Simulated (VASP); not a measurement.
# Cu (Fd-3m) in VASP: a series of runs

The runs below take Cu through relaxation of cell and atoms, with PBEsol.

All numbers are computed with VASP 6.6.1; they aren't measurements. Logs are shortened: lines on timing, memory, paths and dates and some standing lists are left out, and cuts for length are marked.

**1. The cell of the first run**

It takes space group Fd-3m (No. 227, cubic). Conventional cell: a = 3.906 Å, b = 3.906 Å, c = 3.906 Å, α = 90.00°, β = 90.00°, γ = 90.00°. Cu (site symmetry -43m) has 4 Cu at 1.69 Å within 2.2 Å.

**2. Relaxation of cell and atoms, PBEsol, target pressure 290 GPa, at which the enthalpy is minimised**

File INCAR:

```
PREC = Accurate
ENCUT = 600
EDIFF = 1E-6
ISMEAR = -1
SIGMA = 0.08
LREAL = False
LASPH = True
NELM = 80
ALGO = Normal
ISIF = 3
LWAVE = False
LCHARG = False
GGA = PS
IBRION = 2
NSW = 60
EDIFFG = -0.005
PSTRESS = 2900.0
```

File KPOINTS:

```
regular mesh
0
Gamma
  16 16 16
```

File POSCAR:

```
Cu
1.0
    0.0000000000      1.9532382187      1.9532382187
    1.9532382187      0.0000000000      1.9532382187
    1.9532382187      1.9532382187      0.0000000000
Cu
2
Direct
   -0.1250000000     -0.1250000000     -0.1250000000
    0.1250000000      0.1250000000      0.1250000000
```

Potentials or basis: VASP PAW PBE potentials, release 64 (Cu).

Run with:

```
$ cat potpaw_PBE.64/Cu/POTCAR > POTCAR
$ mpirun -np 1 vasp_std > vasp.out
```

OUTCAR:

```text
PREC = Accurate
   ENCUT = 600
   EDIFF = 1E-6
   ISMEAR = -1
   LREAL = False
   LASPH = True
   NELM = 80
   ISIF = 3
   GGA = PS
   IBRION = 2
   NSW = 60
   EDIFFG = -0.005
   PSTRESS = 2900.0

 ion  position               nearest neighbor table
   1  0.875  0.875  0.875-   2 1.69   2 1.69   2 1.69   2 1.69
   2  0.125  0.125  0.125-   1 1.69   1 1.69   1 1.69   1 1.69

  LATTYP: Found a face centered cubic cell.
 ALAT       =     3.9064764374

  Lattice vectors:

 A1 = (   0.0000000000,   1.9532382187,   1.9532382187)
 A2 = (   1.9532382187,   0.0000000000,   1.9532382187)
 A3 = (   1.9532382187,   1.9532382187,   0.0000000000)

Analysis of symmetry for initial positions (statically):
=====================================================================
 Subroutine PRICEL returns:
 Original cell was already a primitive cell.

 Routine SETGRP: Setting up the symmetry group for a
 face centered cubic supercell.

 Subroutine GETGRP returns: Found 48 space group operations
 (whereof 12 operations were pure point group operations)
 out of a pool of 48 trial point group operations.

The static configuration has the point symmetry D_3d.
 The point group associated with its full space group is O_h .

Analysis of symmetry for dynamics (positions and initial velocities):
=====================================================================
 Subroutine PRICEL returns:
 Original cell was already a primitive cell.

 Routine SETGRP: Setting up the symmetry group for a
 face centered cubic supercell.

 Subroutine GETGRP returns: Found 48 space group operations
 (whereof 12 operations were pure point group operations)
 out of a pool of 48 trial point group operations.

The dynamic configuration has the point symmetry D_3d.
 The point group associated with its full space group is O_h .

 Subroutine INISYM returns: Found 48 space group operations
 (whereof 12 operations are pure point group operations),
 and found     1 'primitive' translations

----------------------------------------------------------------------------------------

                                     Primitive cell

  volume of cell :      14.9038

  direct lattice vectors                    reciprocal lattice vectors
     0.000000000  1.953238219  1.953238219    -0.255985161  0.255985161  0.255985161
     1.953238219  0.000000000  1.953238219     0.255985161 -0.255985161  0.255985161
     1.953238219  1.953238219  0.000000000     0.255985161  0.255985161 -0.255985161

  length of vectors
     2.762295979  2.762295979  2.762295979     0.443379305  0.443379305  0.443379305
[... 106 lines left out ...]
   GGA     = PS    functional components
   LHFCALC =     F    Hartree Fock is set to
   AEXX    =    0.0000 exact exchange contribution
   IVDW    =     0    specifies the selected vdW correction
   LEPSILON=     F    determine dielectric tensor
   LRPA    =     F    only Hartree local field effects (RPA)
 conjugate gradient relaxation of ions
 non-spin polarized calculation
  energy-cutoff  :      600.00
  volume of cell :       14.90
 maximum number of plane-waves:       531
 NGX is ok and might be reduce to    24
   NGX = 11   NGY = 11   NGZ = 11

--------------------------------------- Ionic step        1  -------------------------------------------

 number of electron      22.0000010 magnetization

 Free energy of the ion-electron system (eV)
  ---------------------------------------------------
  ext. energy  EPLUGINS =         0.00000000
  ---------------------------------------------------
  free energy    TOTEN  =         7.60722207 eV

  energy without entropy =        7.61749079  energy(sigma->0) =        7.61235643

------------------------ aborting loop because EDIFF is reached ----------------------------------------

  FORCE on cell =-STRESS in cart. coord.  units (eV):
  Direction    XX          YY          ZZ          XY          YZ          ZX
  --------------------------------------------------------------------------------------
  -------------------------------------------------------------------------------------
  Total       43.4640906     43.4640906     43.4640906     -0.0000000     -0.0000000      0.0000000
  in kB     4672.4594775   4672.4594775   4672.4594775     -0.0000000     -0.0000000      0.0000000
  external PRESSURE =    1772.4594775 kB  Pullay stress =    2900.0000000 kB
[... 25 lines left out ...]
--------------------------------------- Ionic step        2  -------------------------------------------

 number of electron      22.0000048 magnetization

 E-fermi :   2.1300     XC(G=0):  -9.7740

 val. band max:        2.1086827698   @ k =  -0.2500   0.4375   0.1875
 cond. band min:       2.1323551210   @ k =  -0.3750   0.4375   0.1250
 fundamental gap:      0.0236723511
 Fermi energy:         2.1299971949

 k-point     1 :       0.0000    0.0000    0.0000
  band No.  band energies     occupation
      1      -3.8348      2.00000
      2      -0.6201      2.00000
      3      -0.6201      2.00000
      4      -0.6201      2.00000
      5      -0.5831      2.00000
      6      -0.5831      2.00000
      7       0.3929      2.00000
      8       0.3929      2.00000
      9       0.3929      2.00000
     10       0.9790      2.00000
     11       0.9790      2.00000
     12      11.4443      0.00000
     13      11.4443      0.00000
     14      11.4443      0.00000
[... 486 lines left out ...]
  energy  without entropy=       -0.0989299915  energy(sigma->0) =       -0.10525458

  enthalpy is  TOTEN    =        33.7583481413 eV   P V=       33.8699273138

[... ionic steps 4 to 13 ...]

--------------------------------------- Ionic step       14  -------------------------------------------

 number of electron      22.0000018 magnetization

------------------------ aborting loop because EDIFF is reached ----------------------------------------
[... 71 lines left out ...]
--------------------------------------- Ionic step       16  -------------------------------------------

 number of electron      22.0000018 magnetization

 Free energy of the ion-electron system (eV)
  ---------------------------------------------------
  ext. energy  EPLUGINS =         0.00000000
  ---------------------------------------------------
  free energy    TOTEN  =         2.18696988 eV

  energy without entropy =        2.19805628  energy(sigma->0) =        2.19251308

 E-fermi :  13.0414     XC(G=0): -14.5769

 val. band max:       13.0274669818   @ k =  -0.4375   0.1875   0.0625
 cond. band min:      13.0598632306   @ k =  -0.4375   0.1250   0.0000
 fundamental gap:      0.0323962488
 Fermi energy:        13.0414286343

 k-point     1 :       0.0000    0.0000    0.0000
  band No.  band energies     occupation
      1       0.5376      2.00000
      2       5.1573      2.00000
      3       5.1573      2.00000
      4       5.6773      2.00000
      5       5.6773      2.00000
      6       5.6773      2.00000
      7       8.5347      2.00000
      8       8.5347      2.00000
      9       8.5347      2.00000
     10      10.8485      2.00000
     11      10.8485      2.00000
     12      29.6298      0.00000
     13      29.6298      0.00000
     14      29.6298      0.00000
[... 448 lines left out ...]
  energy  without entropy=        2.1980562842  energy(sigma->0) =        2.19251308

  enthalpy is  TOTEN    =        33.3894165431 eV   P V=       31.2024466619

 reached required accuracy - stopping structural energy minimisation
```

CONTCAR:

```text
Cu
   1.00000000000000
    -0.0000000000000000    2.0503299048841228    2.0503299048841228
     2.0503299048841228    0.0000000000000000    2.0503299048841228
     2.0503299048841228    2.0503299048841228    0.0000000000000000
  Cu
     2
Direct
     0.8750000000000000    0.8750000000000000    0.8750000000000000
     0.1250000000000000    0.1250000000000000    0.1250000000000000

  0.00000000E+00  0.00000000E+00  0.00000000E+00
  0.00000000E+00  0.00000000E+00  0.00000000E+00
```

Run time: 2.9 min. Hardware: 1 thread of Intel Xeon 6975P-C, shared host; peak memory 0.18 GiB.

What came out:

* Free energy: 2.1870 eV
* Relaxed volume: 8.62 Å³/atom
* Relaxed cell: a = 2.900 Å, b = 2.900 Å, c = 2.900 Å, α = 60.00°, β = 60.00°, γ = 60.00°
* Space group after relaxing (to 0.05 Å): Fd-3m (No. 227)
* Energy change on relaxing (the enthalpy is what falls): -2710.1 meV/atom
* Ionic steps: 16
* Pressure after relaxing: 290.0 GPa
* Band gap on the k mesh: zero (band 11 reaches 14.55 eV, above the bottom of band 12 at 12.95 eV)

The path:
| step | energy change (eV) | largest force (eV/Å) | pressure (GPa) | volume (Å³) |
| --- | --- | --- | --- | --- |
| 1 | 0.0000 | 0.0000 | 467.25 | 14.90 |
| 2 | -13.6949 | 0.0000 | -6.81 | 40.70 |
| 3 | -7.7188 | 0.0000 | 213.63 | 18.71 |
| 4 | -5.5472 | 0.0000 | 285.95 | 17.31 |
| 5 | -5.4240 | 0.0000 | 289.70 | 17.24 |
| 6 | -5.3349 | 0.0000 | 292.73 | 17.19 |
| 7 | -5.3447 | 0.0000 | 292.54 | 17.20 |
| 8 | -5.3738 | 0.0000 | 291.56 | 17.21 |
| 9 | -5.3743 | 0.0000 | 291.39 | 17.21 |
| 10 | -5.3757 | 0.0000 | 291.06 | 17.21 |
| 11 | -5.3786 | 0.0000 | 291.25 | 17.22 |
| 12 | -5.3844 | 0.0000 | 291.16 | 17.22 |
| 13 | -5.3960 | 0.0000 | 290.85 | 17.23 |
| 14 | -5.4192 | 0.0000 | 290.10 | 17.24 |
| 15 | -5.4222 | 0.0000 | 289.82 | 17.24 |
| 16 | -5.4203 | 0.0000 | 290.04 | 17.24 |

Final structure:
```
Cu
1.0
     0.00000    2.05033    2.05033
     2.05033    0.00000    2.05033
     2.05033    2.05033    0.00000
Cu
2
Direct
  0.87500 0.87500 0.87500
  0.12500 0.12500 0.12500
```

Caveat: the cell is relaxed towards a set pressure, so the enthalpy falls and the energy may rise; the volume moved by over 15 % at a fixed basis, so the end points are rough; the PAW data sets were made with another functional, which shifts forces and pressure a little.

**3. Relaxation of cell and atoms, PBEsol, target pressure 290 GPa, at which the enthalpy is minimised**

This run uses another cell than the first one, of 8.57 Å³/atom, 1.150 times its volume.

File INCAR:

```
PREC     = Accurate       # precision mode
ENCUT    = 600            # plane-wave cutoff, eV
EDIFF    = 1E-6           # SCF threshold, eV
ISMEAR   = -1             # smearing method
SIGMA    = 0.08           # smearing width, eV
LREAL    = False          # projectors in reciprocal space
LASPH    = True           # aspherical terms in the spheres
NELM     = 60             # most SCF steps
ALGO     = Normal         # electronic algorithm
ISIF     = 3              # what is computed and relaxed
LWAVE    = False          # write WAVECAR
LCHARG   = False          # write CHGCAR
GGA      = PS             # functional
IBRION   = 2              # ionic algorithm
NSW      = 32             # ionic steps
EDIFFG   = -0.005         # ionic threshold
PSTRESS  = 2900.0
```

KPOINTS is that of step 2.

File POSCAR:

```
Cu
1.0
    0.0000000000      2.0463066886      2.0463066886
    2.0463066886      0.0000000000      2.0463066886
    2.0463066886      2.0463066886      0.0000000000
Cu
2
Direct
   -0.1250000000     -0.1250000000     -0.1250000000
    0.1250000000      0.1250000000      0.1250000000
```

Potentials or basis: VASP PAW PBE potentials, release 64 (Cu).

Run with:

```
$ cat potpaw_PBE.64/Cu/POTCAR > POTCAR
$ mpirun -np 1 vasp_std > vasp.out
```

Wall time 60 s (1 thread of Intel Xeon 6975P-C, shared host); peak memory 0.17 GiB.

The run converged. Its results:

```
Free energy                                            : 2.1863 eV
Relaxed volume                                         : 8.62 Å³/atom
Relaxed cell                                           : a = 2.900 Å, b = 2.900 Å, c = 2.900 Å, α = 60.00°, β = 60.00°, γ = 60.00°
Space group after relaxing (to 0.05 Å)                 : Fd-3m (No. 227)
Energy change on relaxing (the enthalpy is what falls) : -92.4 meV/atom
Ionic steps                                            : 3
Pressure after relaxing                                : 289.9 GPa
Band gap on the k mesh                                 : zero (band 11 reaches 14.55 eV, above the bottom of band 12 at 12.95 eV)
```

The path:
| step | energy change (eV) | largest force (eV/Å) | pressure (GPa) | volume (Å³) |
| --- | --- | --- | --- | --- |
| 1 | 0.0000 | 0.0000 | 296.07 | 17.14 |
| 2 | -1.3895 | 0.0000 | 250.25 | 17.95 |
| 3 | -0.1848 | 0.0000 | 289.94 | 17.24 |

Final structure:
```yaml
crystal:
  lattice:
    - [0.00000, 2.05032, 2.05032]
    - [2.05032, 0.00000, 2.05032]
    - [2.05032, 2.05032, 0.00000]
  atoms:
    - { symbol: Cu, position: [0.87500, 0.87500, 0.87500] }
    - { symbol: Cu, position: [0.12500, 0.12500, 0.12500] }
```

Levels at points of the mesh, in eV from the Fermi level:
```
           k point  band 8  band 9  band 10  band 11  band 12  band 13  band 14  band 15
(0.00, 0.00, 0.00)   -4.51   -4.51    -2.19    -2.19    16.59    16.59    16.59    16.82
(0.50, 0.00, 0.00)   -3.67   -3.67    -2.59    -2.59    -0.04    12.11    12.11    13.85
(0.50, 0.50, 0.00)   -5.02   -2.33    -2.33     0.31     0.31     4.39     4.39    12.56
```

Caveat: the cell is relaxed towards a set pressure, so the enthalpy falls and the energy may rise; the PAW data sets were made with another functional, which shifts forces and pressure a little.
